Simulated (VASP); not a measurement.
# BaTiO3 (R3m) in VASP: notebook

Runs on BaTiO3. Level: r2SCAN. Tasks: single point, relaxation of shape and atoms at fixed volume.

All numbers are computed with VASP 6.6.1; they aren't measurements. Logs are shortened: lines on timing, memory, paths and dates and some standing lists are left out, and cuts for length are marked.

## (1) The cell of the first run

Symmetry: R3m, No. 160, trigonal system. Conventional cell: a = 5.680 Å, b = 5.680 Å, c = 6.994 Å, α = 90.00°, β = 90.00°, γ = 120.00°. Within 3.7 Å of Ba (site symmetry 3m) lie 12 O at 2.78 to 2.93 Å and 8 Ti at 3.40 to 3.59 Å. Ti (site symmetry 3m) has 6 O at 1.87 to 2.16 Å within 2.5 Å. O (site symmetry m) has 2 Ti at 1.87 to 2.16 Å within 2.5 Å.

## (2) Single point, r2SCAN

Input file POSCAR:

```
BaTiO3
1.0
    2.8400536829      1.6397057584      2.3314328250
   -2.8400536829      1.6397057584      2.3314328250
    0.0000000000     -3.2794115167      2.3314328250
Ba Ti O
1 1 3
Direct
    0.0027851058      0.0027851058      0.0027851058
    0.5162478475      0.5162478475      0.5162478475
    0.4897536546      0.4897536546      0.9801597375
    0.4897536546      0.9801597375      0.4897536546
    0.9801597375      0.4897536546      0.4897536546
```

Input file INCAR.step1:

```
PREC = Accurate
ENCUT = 520
ISMEAR = 0
SIGMA = 0.02
LREAL = F
LASPH = T
NELM = 60
NBANDS = 28
GGA = PE
ALGO = Normal
EDIFF = 1E-4
LWAVE = T
LCHARG = F
```

Input file INCAR.step2:

```
PREC = Accurate
ENCUT = 520
EDIFF = 1E-6
ISMEAR = 0
SIGMA = 0.02
LREAL = F
LASPH = T
NELM = 60
ALGO = Normal
ISIF = 2
LWAVE = F
LCHARG = F
METAGGA = R2SCAN
LMIXTAU = T
NBANDS = 28
ISTART = 1
```

Input file KPOINTS:

```
Automatic mesh
0
Gamma
  6 6 6
```

Potentials or basis: VASP PAW PBE potentials, release 64 (Ba_sv, Ti_sv, O).

On the command line:

```sh
$ cat potpaw_PBE.64/Ba_sv/POTCAR potpaw_PBE.64/Ti_sv/POTCAR potpaw_PBE.64/O/POTCAR > POTCAR
$ cp INCAR.step1 INCAR
$ mpirun -np 1 vasp_std > vasp.out
$ cp INCAR.step2 INCAR
$ mpirun -np 1 vasp_std > vasp.out
```

OUTCAR:

```text
PREC = Accurate
   ENCUT = 520
   EDIFF = 1E-6
   ISMEAR = 0
   LREAL = F
   LASPH = T
   NELM = 60
   ISIF = 2
   METAGGA = R2SCAN
   ISTART = 1

 ion  position               nearest neighbor table
   1  0.003  0.003  0.003-   4 2.78   5 2.78   3 2.78   3 2.84   3 2.84   4 2.84   5 2.84   5 2.84
                             4 2.84   5 2.93   4 2.93   3 2.93   2 3.40   2 3.45   2 3.45   2 3.45
   2  0.516  0.516  0.516-   4 1.87   5 1.87   3 1.87   3 2.16   4 2.16   5 2.16   1 3.40   1 3.45
                             1 3.45   1 3.45   1 3.51   1 3.51   1 3.51   1 3.59
   3  0.490  0.490  0.980-   2 1.87   2 2.16   1 2.78   1 2.84   1 2.84   1 2.93
   4  0.490  0.980  0.490-   2 1.87   2 2.16   1 2.78   1 2.84   1 2.84   1 2.93
   5  0.980  0.490  0.490-   2 1.87   2 2.16   1 2.78   1 2.84   1 2.84   1 2.93

  LATTYP: Found a trigonal (rhomboedric) cell.
 ALAT       =     4.0236946844
 COS(alpha) =     0.0036015220

  Lattice vectors:

 A1 = (   2.8400536829,   1.6397057584,   2.3314328250)
 A2 = (  -2.8400536829,   1.6397057584,   2.3314328250)
 A3 = (   0.0000000000,  -3.2794115167,   2.3314328250)

Analysis of symmetry for initial positions (statically):
=====================================================================
 Subroutine PRICEL returns:
 Original cell was already a primitive cell.

 Routine SETGRP: Setting up the symmetry group for a
 trigonal (rhombohedral) supercell.

 Subroutine GETGRP returns: Found  6 space group operations
 (whereof  6 operations were pure point group operations)
 out of a pool of 12 trial point group operations.

The static configuration has the point symmetry C_3v.

Analysis of symmetry for dynamics (positions and initial velocities):
=====================================================================
 Subroutine PRICEL returns:
 Original cell was already a primitive cell.

 Routine SETGRP: Setting up the symmetry group for a
 trigonal (rhombohedral) supercell.

 Subroutine GETGRP returns: Found  6 space group operations
 (whereof  6 operations were pure point group operations)
 out of a pool of 12 trial point group operations.

The dynamic configuration has the point symmetry C_3v.

 Subroutine INISYM returns: Found  6 space group operations
 (whereof  6 operations are pure point group operations),
 and found     1 'primitive' translations

----------------------------------------------------------------------------------------

                                     Primitive cell

  volume of cell :      65.1428

  direct lattice vectors                    reciprocal lattice vectors
     2.840053683  1.639705758  2.331432825     0.176053010  0.101644253  0.142973595
    -2.840053683  1.639705758  2.331432825    -0.176053010  0.101644253  0.142973595
     0.000000000 -3.279411517  2.331432825     0.000000000 -0.203288506  0.142973595

  length of vectors
     4.023694684  4.023694684  4.023694684     0.248531015  0.248531015  0.248531015

  position of ions in fractional coordinates (direct lattice)
     0.002785106  0.002785106  0.002785106
     0.516247847  0.516247847  0.516247847
     0.489753655  0.489753655  0.980159738
     0.489753655  0.980159738  0.489753655
     0.980159738  0.489753655  0.489753655

  ion indices of the primitive-cell ions
   primitive index   ion index
                 1           1
                 2           2
                 3           3
                 4           4
                 5           5

----------------------------------------------------------------------------------------

 KPOINTS: Automatic mesh

Automatic generation of k-mesh.
 Grid dimensions read from file:
 generate k-points for:    6    6    6

 Generating k-lattice:

  Cartesian coordinates                     Fractional coordinates (reciprocal lattice)
     0.029342168  0.016940709  0.023828933     0.166666667 -0.000000000  0.000000000
    -0.029342168  0.016940709  0.023828933    -0.000000000  0.166666667  0.000000000
     0.000000000 -0.033881418  0.023828933    -0.000000000 -0.000000000  0.166666667

  Length of vectors
     0.041421836  0.041421836  0.041421836

  Shift w.r.t. Gamma in fractional coordinates (k-lattice)
     0.000000000  0.000000000  0.000000000

 Subroutine IBZKPT returns following result:
 ===========================================

 Found     32 irreducible k-points:

 Following reciprocal coordinates:
            Coordinates               Weight
  0.000000  0.000000  0.000000      1.000000
  0.166667 -0.000000 -0.000000      6.000000
  0.333333  0.000000  0.000000      6.000000
  0.500000  0.000000  0.000000      3.000000
  0.166667  0.166667 -0.000000      6.000000
  0.333333  0.166667  0.000000     12.000000
[... 16 lines left out ...]
  0.500000  0.500000  0.166667      6.000000
 -0.333333  0.500000  0.166667     12.000000
 [... further k-points ...]
   k-points           NKPTS =     32   k-points in BZ     NKDIM =     32   number of bands    NBANDS=     28
   number of dos      NEDOS =    301   number of ions     NIONS =      5
   total plane-waves  NPLWV =  27000
   dimension x,y,z NGX =    30 NGY =   30 NGZ =   30
   dimension x,y,z NGXF=    60 NGYF=   60 NGZF=   60
   ions per type =               1   1   3
   NGX,Y,Z   is equivalent  to a cutoff of  12.40, 12.40, 12.40 a.u.
   NGXF,Y,Z  is equivalent  to a cutoff of  24.79, 24.79, 24.79 a.u.
 SYSTEM =  unknown system
   PREC   = accura    normal or accurate (medium, high low for compatibility)
   ISTART =      1    job   : 0-new  1-cont  2-samecut
   ICHARG =      0    charge: 1-file 2-atom 10-const
   ISPIN  =      1    spin polarized calculation?
   LNONCOLLINEAR =      F non collinear calculations
   LSORBIT =      F    spin-orbit coupling
   LASPH  =      T    aspherical Exc in radial PAW
   ENCUT  =  520.0 eV  38.22 Ry    6.18 a.u.   7.48  7.48  7.48*2*pi/ulx,y,z
   NELM   =     60;   NELMIN=  2; NELMDL=  0     # of ELM steps
   EDIFF  = 0.1E-05   stopping-criterion for ELM
   LREAL  =      F    real-space projection
   EDIFFG = 0.1E-04   stopping-criterion for IOM
   NSW    =      0    number of steps for IOM
   IBRION =     -1    ionic relax: 0-MD 1-quasi-New 2-CG
   NFREE  =      0    steps in history (QN), initial steepest desc. (CG)
   ISIF   =      2    stress and relaxation
   ISYM   =      2    0-nonsym 1-usesym 2-fastsym
   POTIM  = 0.5000    time-step for ionic-motion
   TEBEG  =    0.0;   TEEND  =   0.0 temperature during run
   PSTRESS=    0.0 pullay stress
   NELECT =      40.0000    total number of electrons
   NUPDOWN=      -1.0000    fix difference up-down
   EMIN   =  10.00;   EMAX   =-10.00  energy-range for DOS
   EFERMI =   0.00;   METHOD = LEGACY
   ISMEAR =     0;   SIGMA  =   0.02  broadening in eV -4-tet -1-fermi 0-gaus
   EFERMI_NEDOS =   21; number of points for ismear=-14 and -15
   IALGO  =     38    algorithm
   IMIX   =      4    mixing-type and parameters
     AMIX     =   0.40;   BMIX     =  1.00
     AMIX_MAG =   1.60;   BMIX_MAG =  1.00
  volume/ion in A,a.u.               =      13.03        87.92
  Fermi-wavevector in a.u.,A,eV,Ry     =   1.391466  2.629490 26.343298  1.936178
  Thomas-Fermi vector in A             =   2.515302
   LORBIT       =      0    0 simple, 1 ext, 2 COOP (PROOUT), +10 PAW based schemes
   METAGGA = R2SCAN    functional components
   LHFCALC =     F    Hartree Fock is set to
   AEXX    =    0.0000 exact exchange contribution
   IVDW    =     0    specifies the selected vdW correction
   LEPSILON=     F    determine dielectric tensor
   LRPA    =     F    only Hartree local field effects (RPA)
 non-spin polarized calculation
 Gauss-broadening in eV      SIGMA  =   0.02
  energy-cutoff  :      520.00
  volume of cell :       65.14
 maximum number of plane-waves:      1776
 NGX is ok and might be reduce to    30
   NGX = 15   NGY = 15   NGZ = 15

 number of electron      40.0000008 magnetization

 Free energy of the ion-electron system (eV)
  ---------------------------------------------------
  ext. energy  EPLUGINS =         0.00000000
  ---------------------------------------------------
  free energy    TOTEN  =       -74.26836927 eV

  energy without entropy =      -74.26836927  energy(sigma->0) =      -74.26836927

 E-fermi :   3.4407     XC(G=0): -11.8070

 val. band max:        3.3393022723   @ k =   0.5000   0.5000   0.5000
 cond. band min:       6.1873572414   @ k =   0.0000   0.0000   0.0000
 fundamental gap:      2.8480549691
 Fermi energy:         3.4406711189

 k-point     1 :       0.0000    0.0000    0.0000
  band No.  band energies     occupation
      1     -55.1724      2.00000
      2     -30.3748      2.00000
      3     -30.3748      2.00000
      4     -30.3723      2.00000
      5     -22.1531      2.00000
      6     -14.4126      2.00000
[... 20 lines left out ...]
     27       8.9565      0.00000
     28      11.4496      0.00000

 k-point     2 :       0.1667   -0.0000   -0.0000
  band No.  band energies     occupation
      1     -55.1721      2.00000
      2     -30.3879      2.00000
      3     -30.3743      2.00000
      4     -30.3725      2.00000
      5     -22.1242      2.00000
      6     -14.4292      2.00000
[... 20 lines left out ...]
     27       9.4861      0.00000
     28      12.0947      0.00000

 k-point     3 :       0.3333    0.0000    0.0000
  band No.  band energies     occupation
      1     -55.1716      2.00000
      2     -30.4152      2.00000
      3     -30.3734      2.00000
      4     -30.3716      2.00000
      5     -22.0652      2.00000
      6     -14.5389      2.00000
[... 20 lines left out ...]
     27      10.7352      0.00000
     28      12.2961      0.00000

 k-point     4 :       0.5000    0.0000    0.0000
  band No.  band energies     occupation
      1     -55.1713      2.00000
      2     -30.4288      2.00000
      3     -30.3729      2.00000
      4     -30.3711      2.00000
      5     -22.0350      2.00000
      6     -14.6138      2.00000
[... 578 lines left out ...]
     27      11.4073      0.00000
     28      12.4706      0.00000

 k-point    23 :       0.5000    0.5000    0.1667
  band No.  band energies     occupation
      1     -55.1700      2.00000
      2     -30.4259      2.00000
      3     -30.4240      2.00000
      4     -30.3834      2.00000
      5     -21.9444      2.00000
      6     -13.9684      2.00000
[... 20 lines left out ...]
     27      12.4172      0.00000
     28      12.8326      0.00000

 k-point    24 :      -0.3333    0.5000    0.1667
  band No.  band energies     occupation
      1     -55.1703      2.00000
      2     -30.4258      2.00000
      3     -30.4117      2.00000
      4     -30.3838      2.00000
      5     -21.9626      2.00000
      6     -14.1192      2.00000
[... 20 lines left out ...]
     27      12.0733      0.00000
     28      12.5972      0.00000

 [... further k-points ...]

------------------------ aborting loop because EDIFF is reached ----------------------------------------

  FORCE on cell =-STRESS in cart. coord.  units (eV):
  Direction    XX          YY          ZZ          XY          YZ          ZX
  --------------------------------------------------------------------------------------
  -------------------------------------------------------------------------------------
  Total        0.7961305      0.7961305      0.7394448      0.0000000      0.0000000      0.0000000
  in kB       19.5807000     19.5807000     18.1865250      0.0000000      0.0000000      0.0000000
  external PRESSURE =      19.1159750 kB  Pullay stress =       0.0000000 kB

 VOLUME and BASIS-vectors are now :
 -----------------------------------------------------------------------------
  energy-cutoff  :      520.00
  volume of cell :       65.14
      direct lattice vectors                 reciprocal lattice vectors
     2.840053683  1.639705758  2.331432825     0.176053010  0.101644253  0.142973595
    -2.840053683  1.639705758  2.331432825    -0.176053010  0.101644253  0.142973595
     0.000000000 -3.279411517  2.331432825     0.000000000 -0.203288506  0.142973595

 POSITION                                       TOTAL-FORCE (eV/Angst)
 -----------------------------------------------------------------------------------
      0.00000      0.00000      0.01948         0.000000     -0.000000     -0.030454
      0.00000      0.00000      3.61079         0.000000     -0.000000     -0.174709
      0.00000     -1.60824      4.56883         0.000000     -0.075000      0.068388
     -1.39278      0.80412      4.56883        -0.064952      0.037500      0.068388
      1.39278      0.80412      4.56883         0.064952      0.037500      0.068388
 -----------------------------------------------------------------------------------
    total drift:                               -0.000000     -0.000001      0.002441

  FREE ENERGIE OF THE ION-ELECTRON SYSTEM (eV)
  ---------------------------------------------------
  free  energy   TOTEN  =       -74.2683692683 eV

  energy  without entropy=      -74.2683692683  energy(sigma->0) =      -74.26836927
```

Run time: 2 min. Hardware: 1 thread of Intel Xeon 6975P-C (Granite Rapids), shared host; peak memory 0.21 GiB.

What came out:

```yaml
Free_energy: -74.2684 eV
Pressure: 1.9 GPa
Largest_force: 0.175 eV/Å
Band_gap_on_the_k_mesh: 2.85 eV, indirect (least direct gap 3.31 eV)
```

Forces on the atoms (eV/Å):
```
Ba   0.000  0.000 -0.030
Ti   0.000  0.000 -0.175
O    0.000 -0.075  0.068
O   -0.065  0.037  0.068
O    0.065  0.037  0.068
```

Levels at points of the mesh, in eV from the valence-band top:
| k point | band 18 | band 19 | band 20 | band 21 | band 22 | band 23 |
| --- | --- | --- | --- | --- | --- | --- |
| (0.00, 0.00, 0.00) | -0.58 | -0.46 | -0.46 | 2.85 | 2.85 | 2.99 |
| (0.50, 0.00, 0.00) | -1.58 | -1.01 | -0.89 | 3.01 | 4.14 | 4.26 |
| (0.50, 0.50, 0.00) | -0.91 | -0.86 | -0.09 | 4.23 | 4.23 | 4.58 |
| (0.50, 0.50, 0.50) | -0.02 | -0.02 | 0.00 | 4.66 | 4.85 | 4.85 |

Caveat: the PAW data sets were made with another functional, which shifts forces and pressure a little; spin-orbit coupling is left out, which moves the levels of the heavy elements. A k mesh can miss the band edges.

[end of part 1 of 2]
